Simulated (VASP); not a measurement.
Cd2S, 6 atoms in the cell. The structure is hexagonal, space group P6/mmm (No. 191). Conventional cell: a = 5.330 Å, b = 5.330 Å, c = 5.976 Å, α = 90.00°, β = 90.00°, γ = 120.00°. Cd (site symmetry 3m) has 1 S at 1.85 Å and 1 Cd at 2.29 Å within 2.4 Å. Within 2.4 Å of S (site symmetry -6m2) lie 2 Cd at 1.85 Å. The cell was generated, and may not be a known phase.

```yaml
Program: VASP 6.6.1
Task: relaxation of cell and atoms
Functional: PBE
Potentials_or_basis: VASP PAW PBE potentials, release 64 (Cd, S)
Cutoff: 600 eV
k_mesh: 4 × 4 × 3
Occupations: gaussian, width 0.2 eV
Spin: no spin polarisation
Dipole_correction: no
Further_INCAR_settings: ALGO = Normal; EDIFF = 1e-06; IBRION = 2; EDIFFG = -0.08; NSW = 36; ISIF = 3
```

Potentials or basis: VASP PAW PBE potentials, release 64 (Cd, S).

Run with:

```console
$ cat potpaw_PBE.64/Cd/POTCAR potpaw_PBE.64/S/POTCAR > POTCAR
$ mpirun -np 1 vasp_std > vasp.out
```

Hardware: 1 thread of Intel(R) Xeon(R) 6975P-C (Granite Rapids), on a shared host.

Question: How long does it take, and how much memory?

Answer: Run time: 11 min on 1 thread of Intel(R) Xeon(R) 6975P-C (Granite Rapids), on a shared host, peak memory 0.35 GiB. Counts: scf iterations 324, k points 8, ion steps 29.
